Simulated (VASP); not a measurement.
# LiH (Fm-3m) in VASP: a series of runs

Aim: see how the results for LiH move with the level of theory and the settings. Levels: PBE-based screened hybrid with 5 % exact exchange, PBE-based screened hybrid with 15 % exact exchange, PBE-based screened hybrid with 40 % exact exchange. Tasks: single point.

All numbers are computed with VASP 6.6.1; they aren't measurements. Logs are shortened: lines on timing, memory, paths and dates and some standing lists are left out, and cuts for length are marked.

### 1 The cell of the first run

It takes space group Fm-3m (No. 225, cubic). The conventional cell has a = 3.997 Å, b = 3.997 Å, c = 3.997 Å, α = 90.00°, β = 90.00°, γ = 90.00°. Li (site symmetry m-3m) has 6 H at 2.00 Å within 2.6 Å. Within 2.6 Å of H (site symmetry m-3m) lie 6 Li at 2.00 Å.

### 2 Single point, PBE-based screened hybrid with 5 % exact exchange

POSCAR

```
LiH
1.0
    0.0000000000      1.9984726927      1.9984726927
    1.9984726927      0.0000000000      1.9984726927
    1.9984726927      1.9984726927      0.0000000000
Li H
1 1
Direct
    0.0000000000      0.0000000000      0.0000000000
    0.5000000000      0.5000000000      0.5000000000
```

INCAR.step1

```
SYSTEM = LiH
  ALGO = Normal
  EDIFF = 1E-5
  ENCUT = 520
  GGA = PE
  ISIF = 2
  ISMEAR = 0
  LASPH = .True.
  LCHARG = .False.
  LREAL = .False.
  LWAVE = .True.
  NBANDS = 9
  NELM = 80
  PREC = Accurate
  SIGMA = 0.01
```

INCAR.step2

```
SYSTEM = LiH
  AEXX = 0.05
  ALGO = Normal
  EDIFF = 1E-6
  ENCUT = 520
  GGA = PE
  HFSCREEN = 0.2078
  ISIF = 2
  ISMEAR = 0
  ISTART = 1
  LASPH = .True.
  LCHARG = .False.
  LHFCALC = .True.
  LREAL = .False.
  LWAVE = .False.
  NBANDS = 9
  NELM = 80
  PREC = Accurate
  PRECFOCK = Normal
  SIGMA = 0.01
```

KPOINTS

```
k-points
0
Gamma
  6 6 6
  0 0 0
```

Potentials or basis: VASP PAW PBE potentials, release 64 (Li_sv, H).

Started as:

```
> cat potpaw_PBE.64/Li_sv/POTCAR potpaw_PBE.64/H/POTCAR > POTCAR
> cp INCAR.step1 INCAR
> mpirun -np 1 vasp_std > vasp.out
> cp INCAR.step2 INCAR
> mpirun -np 1 vasp_std > vasp.out
```

OUTCAR:

```text
SYSTEM = LiH
   AEXX = 0.05
   EDIFF = 1E-6
   ENCUT = 520
   GGA = PE
   HFSCREEN = 0.2078
   ISIF = 2
   ISMEAR = 0
   ISTART = 1
   LASPH = .True.
   LHFCALC = .True.
   LREAL = .False.
   NELM = 80
   PREC = Accurate
   PRECFOCK = Normal

 ion  position               nearest neighbor table
   1  0.000  0.000  0.000-
   2  0.500  0.500  0.500-

  LATTYP: Found a face centered cubic cell.
 ALAT       =     3.9969453854

  Lattice vectors:

 A1 = (   0.0000000000,   1.9984726927,   1.9984726927)
 A2 = (   1.9984726927,   0.0000000000,   1.9984726927)
 A3 = (   1.9984726927,   1.9984726927,   0.0000000000)

Analysis of symmetry for initial positions (statically):
=====================================================================
 Subroutine PRICEL returns:
 Original cell was already a primitive cell.

 Routine SETGRP: Setting up the symmetry group for a
 face centered cubic supercell.

 Subroutine GETGRP returns: Found 48 space group operations
 (whereof 48 operations were pure point group operations)
 out of a pool of 48 trial point group operations.

The static configuration has the point symmetry O_h .

Analysis of symmetry for dynamics (positions and initial velocities):
=====================================================================
 Subroutine PRICEL returns:
 Original cell was already a primitive cell.

 Routine SETGRP: Setting up the symmetry group for a
 face centered cubic supercell.

 Subroutine GETGRP returns: Found 48 space group operations
 (whereof 48 operations were pure point group operations)
 out of a pool of 48 trial point group operations.

The dynamic configuration has the point symmetry O_h .

 Subroutine INISYM returns: Found 48 space group operations
 (whereof 48 operations are pure point group operations),
 and found     1 'primitive' translations

----------------------------------------------------------------------------------------

                                     Primitive cell

  volume of cell :      15.9634

  direct lattice vectors                    reciprocal lattice vectors
     0.000000000  1.998472693  1.998472693    -0.250191059  0.250191059  0.250191059
     1.998472693  0.000000000  1.998472693     0.250191059 -0.250191059  0.250191059
     1.998472693  1.998472693  0.000000000     0.250191059  0.250191059 -0.250191059

  length of vectors
     2.826267186  2.826267186  2.826267186     0.433343626  0.433343626  0.433343626

  position of ions in fractional coordinates (direct lattice)
     0.000000000  0.000000000  0.000000000
     0.500000000  0.500000000  0.500000000

  ion indices of the primitive-cell ions
   primitive index   ion index
                 1           1
                 2           2

----------------------------------------------------------------------------------------

 KPOINTS: k-points

Automatic generation of k-mesh.
 Grid dimensions read from file:
 generate k-points for:    6    6    6

 Generating k-lattice:

  Cartesian coordinates                     Fractional coordinates (reciprocal lattice)
    -0.041698510  0.041698510  0.041698510     0.166666667  0.000000000  0.000000000
     0.041698510 -0.041698510  0.041698510     0.000000000  0.166666667  0.000000000
     0.041698510  0.041698510 -0.041698510     0.000000000  0.000000000  0.166666667

  Length of vectors
     0.072223938  0.072223938  0.072223938

  Shift w.r.t. Gamma in fractional coordinates (k-lattice)
     0.000000000  0.000000000  0.000000000

 Subroutine IBZKPT returns following result:
 ===========================================

 Found     16 irreducible k-points:

 Following reciprocal coordinates:
            Coordinates               Weight
  0.000000  0.000000  0.000000      1.000000
  0.166667  0.000000  0.000000      8.000000
  0.333333  0.000000  0.000000      8.000000
  0.500000  0.000000  0.000000      4.000000
  0.166667  0.166667  0.000000      6.000000
  0.333333  0.166667  0.000000     24.000000
[... 8 lines left out ...]
 -0.333333  0.333333  0.166667     24.000000
 -0.333333  0.500000  0.166667     12.000000
   k-points           NKPTS =     16   k-points in BZ     NKDIM =    216   number of bands    NBANDS=      9
   number of dos      NEDOS =    301   number of ions     NIONS =      2
   total plane-waves  NPLWV =  13824
   dimension x,y,z NGX =    24 NGY =   24 NGZ =   24
   dimension x,y,z NGXF=    48 NGYF=   48 NGZF=   48
   ions per type =               1   1
   NGX,Y,Z   is equivalent  to a cutoff of  14.12, 14.12, 14.12 a.u.
   NGXF,Y,Z  is equivalent  to a cutoff of  28.23, 28.23, 28.23 a.u.
 SYSTEM =  LiH
   PREC   = accura    normal or accurate (medium, high low for compatibility)
   ISTART =      1    job   : 0-new  1-cont  2-samecut
   ICHARG =      0    charge: 1-file 2-atom 10-const
   ISPIN  =      1    spin polarized calculation?
   LNONCOLLINEAR =      F non collinear calculations
   LSORBIT =      F    spin-orbit coupling
[... 64 lines left out ...]
 fundamental gap:      3.1651839653
 Fermi energy:         0.0652214389

 k-point     1 :       0.0000    0.0000    0.0000
  band No.  band energies     occupation
      1     -44.8904      2.00000
      2      -5.6000      2.00000
      3      16.5757      0.00000
      4      18.2906      0.00000
      5      18.2906      0.00000
      6      18.2906      0.00000
      7      22.9999      0.00000
      8      22.9999      0.00000
      9      22.9999      0.00000

 k-point     2 :       0.1667    0.0000    0.0000
  band No.  band energies     occupation
      1     -44.8783      2.00000
      2      -5.0977      2.00000
      3      12.8510      0.00000
      4      16.4523      0.00000
      5      17.4541      0.00000
      6      17.4541      0.00000
      7      22.8937      0.00000
      8      24.2756      0.00000
      9      24.2756      0.00000

 k-point     3 :       0.3333    0.0000    0.0000
  band No.  band energies     occupation
      1     -44.8538      2.00000
      2      -3.7503      2.00000
      3       7.5864      0.00000
      4      14.7081      0.00000
      5      16.8207      0.00000
      6      16.8207      0.00000
      7      20.9933      0.00000
      8      20.9933      0.00000
      9      25.4755      0.00000

 k-point     4 :       0.5000    0.0000    0.0000
  band No.  band energies     occupation
      1     -44.8416      2.00000
      2      -2.7065      2.00000
      3       5.1449      0.00000
      4      14.0527      0.00000
      5      16.8790      0.00000
      6      16.8790      0.00000
      7      19.4666      0.00000
      8      19.4666      0.00000
      9      27.7944      0.00000

 k-point     5 :       0.1667    0.1667    0.0000
  band No.  band energies     occupation
      1     -44.8744      2.00000
      2      -4.9082      2.00000
      3      13.6037      0.00000
      4      15.0551      0.00000
      5      15.0551      0.00000
      6      18.4590      0.00000
      7      18.9316      0.00000
      8      25.1585      0.00000
      9      27.7806      0.00000

 k-point     6 :       0.3333    0.1667    0.0000
  band No.  band energies     occupation
      1     -44.8543      2.00000
      2      -3.7508      2.00000
      3       9.1565      0.00000
      4      12.4961      0.00000
      5      13.8685      0.00000
      6      17.6345      0.00000
      7      20.5667      0.00000
      8      24.9299      0.00000
      9      26.4463      0.00000
[... 73 lines left out ...]
 k-point    13 :       0.5000    0.5000    0.0000
  band No.  band energies     occupation
      1     -44.8274      2.00000
      2      -0.0015      2.00000
      3       3.1637      0.00000
      4      11.1242      0.00000
      5      11.1242      0.00000
      6      14.2863      0.00000
      7      17.7281      0.00000
      8      35.3159      0.00000
      9      35.3159      0.00000

 k-point    14 :       0.5000    0.3333    0.1667
  band No.  band energies     occupation
      1     -44.8384      2.00000
      2      -2.3158      2.00000
      3       7.4441      0.00000
      4       8.2977      0.00000
      5      13.2394      0.00000
      6      17.6868      0.00000
      7      21.1979      0.00000
      8      25.6540      0.00000
      9      29.6448      0.00000

 k-point    15 :      -0.3333    0.3333    0.1667
  band No.  band energies     occupation
      1     -44.8305      2.00000
      2      -1.1273      2.00000
      3       5.4010      0.00000
      4       7.3336      0.00000
      5      12.8264      0.00000
      6      17.3447      0.00000
      7      24.2908      0.00000
      8      26.0641      0.00000
      9      28.0431      0.00000

 k-point    16 :      -0.3333    0.5000    0.1667
  band No.  band energies     occupation
      1     -44.8269      2.00000
      2      -0.1819      2.00000
      3       4.2016      0.00000
      4       7.2685      0.00000
      5      11.8834      0.00000
      6      17.9565      0.00000
      7      20.1930      0.00000
      8      29.3433      0.00000
      9      29.6473      0.00000

------------------------ aborting loop because EDIFF is reached ----------------------------------------

  FORCE on cell =-STRESS in cart. coord.  units (eV):
  Direction    XX          YY          ZZ          XY          YZ          ZX
  --------------------------------------------------------------------------------------
  -------------------------------------------------------------------------------------
  Total       -0.0054885     -0.0054885     -0.0054885      0.0000000      0.0000000     -0.0000000
  in kB       -0.5508628     -0.5508628     -0.5508628      0.0000000      0.0000000     -0.0000000
  external PRESSURE =      -0.5508628 kB  Pullay stress =       0.0000000 kB

 VOLUME and BASIS-vectors are now :
 -----------------------------------------------------------------------------
  energy-cutoff  :      520.00
  volume of cell :       15.96
      direct lattice vectors                 reciprocal lattice vectors
     0.000000000  1.998472693  1.998472693    -0.250191059  0.250191059  0.250191059
     1.998472693  0.000000000  1.998472693     0.250191059 -0.250191059  0.250191059
     1.998472693  1.998472693  0.000000000     0.250191059  0.250191059 -0.250191059

 POSITION                                       TOTAL-FORCE (eV/Angst)
 -----------------------------------------------------------------------------------
      0.00000      0.00000      0.00000        -0.000000     -0.000000     -0.000000
      1.99847      1.99847      1.99847         0.000000      0.000000      0.000000
 -----------------------------------------------------------------------------------
    total drift:                               -0.000000      0.000000     -0.000000

  FREE ENERGIE OF THE ION-ELECTRON SYSTEM (eV)
  ---------------------------------------------------
  free  energy   TOTEN  =        -6.2561832325 eV

  energy  without entropy=       -6.2561832325  energy(sigma->0) =       -6.25618323
```

It took 33 s on 1 thread of Intel Xeon Platinum 8488C (Sapphire Rapids), shared host; peak memory 0.23 GiB.

Results:

```yaml
Free_energy: -6.2562 eV
Band_gap_on_the_k_mesh: 3.17 eV
```

Caveat: the k points lie up to 0.45 Å⁻¹ apart; the cutoff is under 1.25 times the usual one of these potentials, so pressure, stress and relaxed cells hold a basis-set (Pulay) error; the PAW data sets were made with another functional, which shifts forces and pressure a little. A k mesh can miss the band edges.

### 3 Single point, PBE-based screened hybrid with 15 % exact exchange

POSCAR is that of step 2.

INCAR.step1

```
ALGO     = Normal         # electronic algorithm
EDIFF    = 1E-5           # SCF threshold, eV
ENCUT    = 520            # plane-wave cutoff, eV
GGA      = PE             # functional
ISIF     = 2              # what is computed and relaxed
ISMEAR   = 0              # smearing method
LASPH    = T              # aspherical terms in the spheres
LREAL    = F              # projectors in reciprocal space
LWAVE    = T              # write WAVECAR
NBANDS   = 9              # bands
NELM     = 100            # most SCF steps
PREC     = Accurate       # precision mode
SIGMA    = 0.01           # smearing width, eV
```

INCAR.step2

```
AEXX     = 0.15           # exact-exchange fraction
ALGO     = Normal         # electronic algorithm
EDIFF    = 1E-7           # SCF threshold, eV
ENCUT    = 520            # plane-wave cutoff, eV
GGA      = PE             # functional
HFSCREEN = 0.5            # screening, 1/A
ISIF     = 2              # what is computed and relaxed
ISMEAR   = 0              # smearing method
ISTART   = 1            
LASPH    = T              # aspherical terms in the spheres
LCHARG   = T              # write CHGCAR
LELF     = T              # ELF
LHFCALC  = T              # exact exchange
LREAL    = F              # projectors in reciprocal space
LVHAR    = T            
LWAVE    = F              # write WAVECAR
NBANDS   = 9              # bands
NELM     = 100            # most SCF steps
PREC     = Accurate       # precision mode
PRECFOCK = Normal       
SIGMA    = 0.01           # smearing width, eV
```

KPOINTS

```
k-points
0
Gamma
  6 6 6
```

Potentials or basis: VASP PAW PBE potentials, release 64 (Li_sv, H).

Started as:

```
> cat potpaw_PBE.64/Li_sv/POTCAR potpaw_PBE.64/H/POTCAR > POTCAR
> cp INCAR.step1 INCAR
> mpirun -np 1 vasp_std > vasp.out
> cp INCAR.step2 INCAR
> mpirun -np 1 vasp_std > vasp.out
```

Run time: 81 s. Hardware: 1 thread of Intel Xeon Platinum 8488C (Sapphire Rapids), shared host; peak memory 0.23 GiB.

It converged, with:

```yaml
Free_energy: -6.3337 eV
Band_gap_on_the_k_mesh: 3.27 eV
```

Levels at points of the mesh, in eV from the valence-band top:
| k point | band 1 | band 2 | band 3 | band 4 | band 5 | band 6 |
| --- | --- | --- | --- | --- | --- | --- |
| (0.00, 0.00, 0.00) | -45.92 | -5.66 | 16.86 | 18.49 | 18.49 | 18.49 |
| (0.50, 0.00, 0.00) | -45.87 | -2.71 | 5.24 | 14.27 | 17.07 | 17.07 |
| (0.50, 0.50, 0.00) | -45.86 | 0.00 | 3.27 | 11.28 | 11.28 | 14.45 |

Caveat: the k points lie up to 0.45 Å⁻¹ apart; the cutoff is under 1.25 times the usual one of these potentials, so pressure, stress and relaxed cells hold a basis-set (Pulay) error; the PAW data sets were made with another functional, which shifts forces and pressure a little. A k mesh can miss the band edges.

### 4 Single point, PBE-based screened hybrid with 40 % exact exchange

POSCAR is that of step 3.

INCAR.step1

```
SYSTEM = LiH
ALGO = Normal ; EDIFF = 1E-5
ENCUT = 520 ; GGA = PE
ISIF = 2 ; ISMEAR = 0
LASPH = .True. ; LREAL = .False.
LWAVE = .True. ; NBANDS = 9
NELM = 60 ; PREC = Accurate
SIGMA = 0.01
```

INCAR.step2

```
SYSTEM = LiH
AEXX = 0.4 ; ALGO = Normal
EDIFF = 1E-6 ; ENCUT = 520
GGA = PE ; HFSCREEN = 0.2078
ISIF = 2 ; ISMEAR = 0
ISTART = 1 ; LASPH = .True.
LCHARG = .True. ; LELF = .True.
LHFCALC = .True. ; LREAL = .False.
LVHAR = .True. ; LWAVE = .False.
NBANDS = 9 ; NELM = 60
PREC = Accurate ; PRECFOCK = Normal
SIGMA = 0.01
```

KPOINTS

```
k-points
0
Gamma
  6 6 6
  0 0 0
```

Started as:

```
> cat potpaw_PBE.64/Li_sv/POTCAR potpaw_PBE.64/H/POTCAR > POTCAR
> cp INCAR.step1 INCAR
> mpirun -np 1 vasp_std > vasp.out
> cp INCAR.step2 INCAR
> mpirun -np 1 vasp_std > vasp.out
```

Wall time 65 s (1 thread of Intel Xeon Platinum 8488C (Sapphire Rapids), shared host); peak memory 0.23 GiB.

The run converged. Its results:

```
Free energy            : -7.1931 eV
Band gap on the k mesh : 4.59 eV
```

Levels at points of the mesh, in eV from the valence-band top:
```tsv
k point	band 1	band 2	band 3	band 4	band 5	band 6
(0.00, 0.00, 0.00)	-49.06	-6.48	19.19	20.52	20.52	20.52
(0.50, 0.00, 0.00)	-49.01	-3.03	6.63	16.31	19.02	19.02
(0.50, 0.50, 0.00)	-49.00	0.00	4.59	13.05	13.05	16.14
```

Caveat: the k points lie up to 0.45 Å⁻¹ apart; the cutoff is under 1.25 times the usual one of these potentials, so pressure, stress and relaxed cells hold a basis-set (Pulay) error; the PAW data sets were made with another functional, which shifts forces and pressure a little. A k mesh can miss the band edges.

### 5 Single point, PBE-based screened hybrid with 40 % exact exchange

POSCAR is that of step 4.

INCAR.step1

```
SYSTEM = LiH
ALGO     = Normal         ! electronic algorithm
EDIFF    = 1E-5           ! SCF threshold, eV
ENCUT    = 520            ! plane-wave cutoff, eV
GGA      = PE             ! functional
ISIF     = 2              ! what is computed and relaxed
ISMEAR   = 0              ! smearing method
LASPH    = .TRUE.         ! aspherical terms in the spheres
LCHARG   = .FALSE.        ! write CHGCAR
LREAL    = .FALSE.        ! projectors in reciprocal space
LWAVE    = .TRUE.         ! write WAVECAR
NBANDS   = 9              ! bands
NELM     = 80             ! most SCF steps
PREC     = Accurate       ! precision mode
SIGMA    = 0.01           ! smearing width, eV
```

INCAR.step2

```
SYSTEM = LiH
AEXX     = 0.4            ! exact-exchange fraction
ALGO     = Normal         ! electronic algorithm
EDIFF    = 1E-7           ! SCF threshold, eV
ENCUT    = 520            ! plane-wave cutoff, eV
GGA      = PE             ! functional
HFSCREEN = 0.1            ! screening, 1/A
ISIF     = 2              ! what is computed and relaxed
ISMEAR   = 0              ! smearing method
ISTART   = 1            
LASPH    = .TRUE.         ! aspherical terms in the spheres
LCHARG   = .FALSE.        ! write CHGCAR
LHFCALC  = .TRUE.         ! exact exchange
LREAL    = .FALSE.        ! projectors in reciprocal space
LWAVE    = .FALSE.        ! write WAVECAR
NBANDS   = 9              ! bands
NELM     = 80             ! most SCF steps
PREC     = Accurate       ! precision mode
PRECFOCK = Normal       
SIGMA    = 0.01           ! smearing width, eV
```

KPOINTS

```
k-points
0
G
  6 6 6
  0 0 0
```

Started as:

```
> cat potpaw_PBE.64/Li_sv/POTCAR potpaw_PBE.64/H/POTCAR > POTCAR
> cp INCAR.step1 INCAR
> mpirun -np 1 vasp_std > vasp.out
> cp INCAR.step2 INCAR
> mpirun -np 1 vasp_std > vasp.out
```

It took 56 s on 1 thread of Intel Xeon Platinum 8488C (Sapphire Rapids), shared host; peak memory 0.23 GiB.

The run converged. Its results:

```yaml
Free_energy: -7.4672 eV
Band_gap_on_the_k_mesh: 5.11 eV
```

Levels at points of the mesh, in eV from the valence-band top:
```csv
k point,band 1,band 2,band 3,band 4,band 5,band 6,band 7
"(0.00, 0.00, 0.00)",-49.12,-6.57,19.78,21.12,21.12,21.12,25.65
"(0.50, 0.00, 0.00)",-49.06,-3.09,7.17,16.89,19.60,19.60,22.24
"(0.50, 0.50, 0.00)",-49.05,0.00,5.11,13.63,13.63,16.69,20.64
```

Caveat: the k points lie up to 0.45 Å⁻¹ apart; the cutoff is under 1.25 times the usual one of these potentials, so pressure, stress and relaxed cells hold a basis-set (Pulay) error; the PAW data sets were made with another functional, which shifts forces and pressure a little. A k mesh can miss the band edges.

### 6 Summary

| level | share of exact exchange | screening parameter | gap on the mesh (eV) |
| --- | --- | --- | --- |
| PBE-based screened hybrid with 5 % exact exchange | 0.05 | 0.2078 1/Å | 3.17 |
| PBE-based screened hybrid with 15 % exact exchange | 0.15 | 0.5 1/Å | 3.27 |
| PBE-based screened hybrid with 40 % exact exchange | 0.4 | 0.2078 1/Å | 4.59 |
| PBE-based screened hybrid with 40 % exact exchange | 0.4 | 0.1 1/Å | 5.11 |

Alike in all rows: task single point; potentials or basis VASP PAW PBE potentials, release 64 (Li_sv, H); no spin polarisation; cell as given; k mesh 6 × 6 × 6; cutoff (eV) 520; smearing gaussian 0.01 eV.

Caveats: all runs use coarse meshes; the cutoff is under 1.25 times the usual one of these potentials, so pressure, stress and relaxed cells hold a basis-set (Pulay) error; the PAW data sets were made with another functional, which shifts forces and pressure a little.

Total energies depend on the potentials used, so only differences within one code and one set of settings carry meaning.
